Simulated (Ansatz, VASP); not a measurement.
# MgS: VASP beside Ansatz

File POSCAR:

```
MgS
1.0
    0.0000000000      2.8173000000      2.8173000000
    2.8173000000      0.0000000000      2.8173000000
    2.8173000000      2.8173000000      0.0000000000
Mg S
1 1
Direct
    0.0000000000      0.0000000000      0.0000000000
    0.2500000000      0.2500000000      0.2500000000
```

The input INCAR.step1:

```
SYSTEM = MgS
PREC = Accurate
ENCUT = 520
ISMEAR = 0
SIGMA = 0.02
LREAL = .FALSE.
LASPH = .TRUE.
NELM = 60
NBANDS = 11
GGA = PE
ALGO = Normal
EDIFF = 1E-4
LWAVE = .TRUE.
LCHARG = .FALSE.
```

INCAR.step2

```
SYSTEM = MgS
PREC = Accurate
ENCUT = 520
EDIFF = 1E-6
ISMEAR = 0
SIGMA = 0.02
LREAL = .FALSE.
LASPH = .TRUE.
NELM = 60
ALGO = Normal
ISIF = 2
LWAVE = .FALSE.
LCHARG = .TRUE.
METAGGA = R2SCAN
LMIXTAU = .TRUE.
IVDW = 12
VDW_S6 = 1.0
VDW_S8 = 0.78981345
VDW_A1 = 0.49484001
VDW_A2 = 5.73083694
LELF = .TRUE.
LVHAR = .TRUE.
NBANDS = 11
ISTART = 1
```

KPOINTS

```
regular mesh
0
G
  8 8 8
  0 0 0
```

Input for Ansatz:

```yaml
crystal:
  lattice:
    - [0.0, 2.8173, 2.8173]
    - [2.8173, 0.0, 2.8173]
    - [2.8173, 2.8173, 0.0]
  atoms:
    - { symbol: Mg, position: [0.0, 0.0, 0.0] }
    - { symbol: S, position: [0.25, 0.25, 0.25] }
basis:
  ecutwfc: 500
kpoints:
  mp_grid: { grid: [8, 8, 8] }
hamiltonian:
  xc: r2scan
  dispersion: d3bj
scf:
  occupations: { method: gaussian, width: 0.02 }
output:
  forces: true
  stress: true
  eigenvalues: true
  write_density: true
  write_potential: true
  elf: true
  volumetric_format: npy
```

Alike in both runs: task single point; functional r2SCAN; dispersion D3(BJ); k mesh 8 × 8 × 8; occupations gaussian, width 0.02 eV; no spin polarisation.

```csv
,VASP,Ansatz
version,VASP 6.6.1,Ansatz 0.2.0
potentials or method,"VASP PAW PBE potentials, release 64 (Mg, S), cutoff 520 eV","scalar-relativistic, plane waves, PAW"
valence electrons in the cell,8,16
```

|  | VASP | Ansatz | Ansatz less VASP |
| --- | --- | --- | --- |
| gap on the k mesh at the Fermi level (eV) | 4.21 | 4.22 | +0.012 |
| least direct gap on the mesh (eV) | 4.21 | 4.22 | +0.012 |
| pressure (GPa) | -0.3 | -0.1 | +0.28 |

VASP's potentials were made for PBE, not for r2SCAN. VASP's potentials hold 8 valence electrons a cell and Ansatz's 16, so a difference there can come from the potentials and not from the codes. Ansatz's warnings: dispersion damping borrowed.
